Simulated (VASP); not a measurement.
# AlFe (Pm-3m) in VASP: notebook, part 2 of 2

VASP 6.6.1. Earlier steps stand in the parts before.

## 3. Single point, PBEsol, collinear spin, ferromagnetic start

This run uses another cell than the first one, of 12.81 Å³/atom, 1.083 times its volume.

File INCAR:

```
SYSTEM = AlFe
PREC = Accurate ; ENCUT = 520
EDIFF = 1E-7 ; ISMEAR = -1
SIGMA = 0.05 ; LREAL = .FALSE.
LASPH = .TRUE. ; NELM = 150
ALGO = Normal ; ISIF = 2
LWAVE = .FALSE. ; LCHARG = .FALSE.
ISPIN = 2 ; MAGMOM = 3 0
LORBIT = 11 ; LMAXMIX = 4
GGA = PS ; NBANDS = 16
```

File KPOINTS:

```
Automatic mesh
0
G
  9 9 9
  0 0 0
```

File POSCAR:

```
AlFe
1.0
    2.9482938651      0.0000000000      0.0000000000
    0.0000000000      2.9482938651      0.0000000000
    0.0000000000      0.0000000000      2.9482938651
Fe Al
1 1
Direct
    0.5000000000      0.5000000000      0.5000000000
    0.0000000000      0.0000000000      0.0000000000
```

Potentials or basis: VASP PAW PBE potentials, release 64 (Fe, Al).

Started as:

```sh
$ cat potpaw_PBE.64/Fe/POTCAR potpaw_PBE.64/Al/POTCAR > POTCAR
$ mpirun -np 1 vasp_std > vasp.out
```

Wall time 13 s (1 thread of Intel Xeon 6975P-C (Granite Rapids), shared host); peak memory 0.16 GiB.

It converged, with:

```
Free energy                                           : -13.6002 eV
Pressure                                              : -16.1 GPa
Net moment                                            : 0.69 μB per cell
Site moments                                          : Fe +0.74; Al -0.03 μB
Valence electrons inside the program's atomic spheres : Fe 7.28; Al 0.79
```

Levels at points of the mesh, in eV from the Fermi level:
Spin up:
```csv
k point,band 3,band 4,band 5,band 6,band 7,band 8,band 9,band 10
"(0.00, 0.00, 0.00)",-2.31,-0.41,-0.41,-0.41,5.90,5.90,5.90,8.92
```
Spin down:
| k point | band 2 | band 3 | band 4 | band 5 | band 6 | band 7 | band 8 | band 9 |
| --- | --- | --- | --- | --- | --- | --- | --- | --- |
| (0.00, 0.00, 0.00) | -1.93 | -1.93 | 0.42 | 0.42 | 0.42 | 5.92 | 5.92 | 5.92 |

Caveat: the PAW data sets were made with another functional, which shifts forces and pressure a little.

## 4. Single point, PBEsol

This run uses another cell than the first one, of 12.32 Å³/atom, 1.042 times its volume.

File INCAR:

```
SYSTEM = AlFe
PREC     = Accurate       ! precision mode
ENCUT    = 520            ! plane-wave cutoff, eV
EDIFF    = 1E-6           ! SCF threshold, eV
ISMEAR   = -1             ! smearing method
SIGMA    = 0.05           ! smearing width, eV
LREAL    = .FALSE.        ! projectors in reciprocal space
LASPH    = .TRUE.         ! aspherical terms in the spheres
NELM     = 100            ! most SCF steps
ALGO     = Normal         ! electronic algorithm
ISIF     = 2              ! what is computed and relaxed
LWAVE    = .FALSE.        ! write WAVECAR
LCHARG   = .FALSE.        ! write CHGCAR
GGA      = PS             ! functional
NBANDS   = 12             ! bands
```

File KPOINTS:

```
regular mesh
0
G
  9 9 9
  0 0 0
```

File POSCAR:

```
AlFe
1.0
    2.9100000000      0.0000000000      0.0000000000
    0.0000000000      2.9100000000      0.0000000000
    0.0000000000      0.0000000000      2.9100000000
Fe Al
1 1
Direct
    0.5000000000      0.5000000000      0.5000000000
    0.0000000000      0.0000000000      0.0000000000
```

Potentials or basis: VASP PAW PBE potentials, release 64 (Fe, Al).

Started as:

```sh
$ cat potpaw_PBE.64/Fe/POTCAR potpaw_PBE.64/Al/POTCAR > POTCAR
$ mpirun -np 1 vasp_std > vasp.out
```

OUTCAR:

```text
SYSTEM = AlFe
   PREC = Accurate
   ENCUT = 520
   EDIFF = 1E-6
   ISMEAR = -1
   LREAL = .FALSE.
   LASPH = .TRUE.
   NELM = 100
   ISIF = 2
   GGA = PS

 ion  position               nearest neighbor table
   1  0.500  0.500  0.500-   2 2.52   2 2.52   2 2.52   2 2.52   2 2.52   2 2.52   2 2.52   2 2.52

   2  0.000  0.000  0.000-   1 2.52   1 2.52   1 2.52   1 2.52   1 2.52   1 2.52   1 2.52   1 2.52

  LATTYP: Found a simple cubic cell.
 ALAT       =     2.9100000000

  Lattice vectors:

[... 538 lines left out ...]
      7       8.5809      0.00000
      8      11.8133      0.00000
      9      13.0928      0.00000
     10      17.1823      0.00000
     11      19.4127      0.00000
     12      21.6640      0.00000

 [... further k-points ...]
[... 5 lines left out ...]
  --------------------------------------------------------------------------------------
  -------------------------------------------------------------------------------------
  Total       -1.8504628     -1.8504628     -1.8504628      0.0000000     -0.0000000     -0.0000000
  in kB     -120.3128368   -120.3128368   -120.3128368      0.0000000     -0.0000000     -0.0000000
  external PRESSURE =    -120.3128368 kB  Pullay stress =       0.0000000 kB

 VOLUME and BASIS-vectors are now :
 -----------------------------------------------------------------------------
  energy-cutoff  :      520.00
  volume of cell :       24.64
      direct lattice vectors                 reciprocal lattice vectors
     2.910000000  0.000000000  0.000000000     0.343642612  0.000000000  0.000000000
     0.000000000  2.910000000  0.000000000     0.000000000  0.343642612  0.000000000
     0.000000000  0.000000000  2.910000000     0.000000000  0.000000000  0.343642612

 POSITION                                       TOTAL-FORCE (eV/Angst)
 -----------------------------------------------------------------------------------
      1.45500      1.45500      1.45500         0.000000      0.000000      0.000000
      0.00000      0.00000      0.00000         0.000000      0.000000      0.000000
 -----------------------------------------------------------------------------------
    total drift:                                0.000000     -0.000000     -0.000000

  FREE ENERGIE OF THE ION-ELECTRON SYSTEM (eV)
  ---------------------------------------------------
  free  energy   TOTEN  =       -13.6598035785 eV

  energy  without entropy=      -13.6394411801  energy(sigma->0) =      -13.64962238
```

OSZICAR:

```text
N       E                     dE             d eps       ncg     rms          rms(c)
DAV:   1     0.317828564076E+02    0.31783E+02   -0.43533E+03   848   0.859E+02
DAV:   2    -0.142870055112E+02   -0.46070E+02   -0.42359E+02   852   0.165E+02
DAV:   3    -0.157865116394E+02   -0.14995E+01   -0.14752E+01  1064   0.358E+01
DAV:   4    -0.158098465311E+02   -0.23335E-01   -0.23306E-01   944   0.383E+00
DAV:   5    -0.158104697218E+02   -0.62319E-03   -0.62317E-03  1036   0.709E-01    0.142E+01
DAV:   6    -0.183822810486E+02   -0.25718E+01   -0.64804E+01   940   0.107E+02    0.204E+01
DAV:   7    -0.137108718056E+02    0.46714E+01   -0.39048E+01   960   0.686E+01    0.271E+00
DAV:   8    -0.136783523797E+02    0.32519E-01   -0.21232E-01   996   0.403E+00    0.170E+00
DAV:   9    -0.136604735944E+02    0.17879E-01   -0.56412E-02  1004   0.308E+00    0.443E-01
DAV:  10    -0.136598598773E+02    0.61372E-03   -0.14478E-03  1232   0.433E-01    0.197E-01
DAV:  11    -0.136598037936E+02    0.56084E-04   -0.75342E-05  1004   0.992E-02    0.156E-02
DAV:  12    -0.136598035785E+02    0.21505E-06   -0.20580E-06   904   0.131E-02
   1 F= -.13659804E+02 E0= -.13649622E+02  d E =-.203624E-01
```

Run time: 3.7 s. Hardware: 1 thread of Intel Xeon 6975P-C (Granite Rapids), shared host; peak memory 0.13 GiB.

What came out:

| Item | Value |
| --- | --- |
| Free energy | -13.6598 eV |
| Pressure | -12.0 GPa |

Caveat: the PAW data sets were made with another functional, which shifts forces and pressure a little. Spin polarisation is off, so any magnetic state and its effect on volume and gap are missing.

## 5. Overview

```tsv
spin	cell	gap on the mesh (eV)	pressure (GPa)	moment (μB)
collinear, ferromagnetic start	a = 2.871 Å, 2 atoms	none	-4.8	0.62
collinear, ferromagnetic start	a = 2.948 Å, 2 atoms	none	-16.1	0.69
off	a = 2.910 Å, 2 atoms	none	-12.0	-
```

Alike in all rows: task single point; level PBEsol; potentials or basis VASP PAW PBE potentials, release 64 (Fe, Al); k mesh 9 × 9 × 9; cutoff (eV) 520; smearing fermi-dirac 0.05 eV.

Caveats: the PAW data sets were made with another functional, which shifts forces and pressure a little.

Total energies depend on the potentials used, so only differences within one code and one set of settings carry meaning.
